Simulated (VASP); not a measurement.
Ta4N5: single point with r2SCAN

Ta4N5:

```
Ta N
1.0
    -3.43658    3.43658    2.13389
     3.43658   -3.43658    2.13389
     3.43658    3.43658   -2.13389
Ta N
4 5
Direct
  0.78290 0.60563 0.38853
  0.39437 0.78290 0.17727
  0.60563 0.21710 0.82273
  0.21710 0.39437 0.61147
  0.50000 0.50000 0.00000
  0.90825 0.30871 0.21696
  0.69129 0.90825 0.59954
  0.30871 0.09175 0.40046
  0.09175 0.69129 0.78304
```

```json
{"Program": "VASP 6.6.1", "Task": "single point", "Functional": "r2SCAN", "Potentials or basis": "VASP PAW PBE potentials, release 64 (Ta_pv, N)", "Cutoff": "520 eV", "k mesh": "10 × 10 × 10", "Occupations": "gaussian, width 0.1 eV", "Spin": "no spin polarisation"}
```

```json
{"Pressure": "0.5 GPa", "Largest force": "0.030 eV/Å", "Band gap on the k mesh": "zero (an odd number of electrons rules out a gap without spin polarisation)"}
```

Forces in eV/Å, atoms in the order of the input:
```
Ta   0.005 -0.028  0.000
Ta  -0.028 -0.005  0.000
Ta   0.028  0.005  0.000
Ta  -0.005  0.028  0.000
N    0.000  0.000  0.000
N   -0.023  0.020  0.000
N    0.020  0.023  0.000
N   -0.020 -0.023  0.000
N    0.023 -0.020  0.000
```

Levels at points of the mesh, in eV from the Fermi level:
```
           k point  band 33  band 34  band 35  band 36  band 37  band 38
(0.00, 0.00, 0.00)    -1.46    -1.46    -1.08     0.58     1.11     1.15
(0.50, 0.00, 0.00)    -1.30     0.52     1.08     1.51     1.86     1.95
(0.50, 0.50, 0.00)    -3.01    -1.75    -0.69     0.50     0.72     1.61
(0.50, 0.50, 0.50)    -3.41    -2.08    -1.82    -0.46    -0.46     2.54
```

Wall time 74 min on 1 thread of Oxide Virtual Turin-like Processor, on a shared host, peak memory 0.56 GiB.

Caveat: the PAW data sets were made with another functional, which shifts forces and pressure a little; spin-orbit coupling is left out, which moves the levels of the heavy elements.
